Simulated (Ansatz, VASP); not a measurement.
**Two plane-wave programs on ZrB**

INCAR

```
PREC = Accurate ; ENCUT = 520
EDIFF = 1E-6 ; ISMEAR = 0
SIGMA = 0.15 ; LREAL = False
LASPH = True ; NELM = 100
ALGO = Normal ; ISIF = 2
LWAVE = False ; LCHARG = True
GGA = PS ; LELF = True
LVHAR = True ; NBANDS = 14
```

Contents of KPOINTS:

```
regular mesh
0
Gamma
  18 18 18
```

The input POSCAR:

```
ZrB
1.0
    0.0000000000      2.3947500000      2.2552500000
    2.3947500000      0.0000000000      2.2552500000
    2.3947500000      2.3947500000      0.0000000000
Zr B
1 1
Direct
    0.0000000000      0.0000000000      0.0000000000
    0.5000000000      0.5000000000      0.5000000000
```

Input for Ansatz:

```yaml
crystal:
  lattice:
    - [0.0, 2.39475, 2.25525]
    - [2.39475, 0.0, 2.25525]
    - [2.39475, 2.39475, 0.0]
  atoms:
    - { symbol: Zr, position: [0.0, 0.0, 0.0] }
    - { symbol: B, position: [0.5, 0.5, 0.5] }
basis:
  ecutwfc: 420
kpoints:
  mp_grid: { grid: [18, 18, 18] }
hamiltonian:
  xc: pbesol
scf:
  occupations: { method: gaussian, width: 0.15 }
output:
  forces: true
  stress: true
  eigenvalues: true
```

Change from the starting cell: strain +0.030 along x and y, -0.030 along z, atoms carried along.

Alike in both runs: task single point; functional PBEsol; k mesh 18 × 18 × 18; occupations gaussian, width 0.15 eV; no spin polarisation.

|  | VASP | Ansatz |
| --- | --- | --- |
| version | VASP 6.6.1 | Ansatz 0.2.0 |
| potentials or method | VASP PAW PBE potentials, release 64 (Zr_sv, B), cutoff 520 eV | scalar-relativistic, plane waves, PAW |
| valence electrons in the cell | 15 | 15 |

|  | VASP | Ansatz | Ansatz less VASP |
| --- | --- | --- | --- |
| gap on the k mesh at the Fermi level (eV) | none | none | - |
| pressure (GPa) | 23.0 | 22.7 | -0.29 |
| traceless stress, the component that is largest in VASP (GPa) | 17.96 | 17.91 | -0.047 |

VASP's potentials were made for PBE, not for PBEsol. A gap of «none» marks a metal or a gap that the smearing closes.
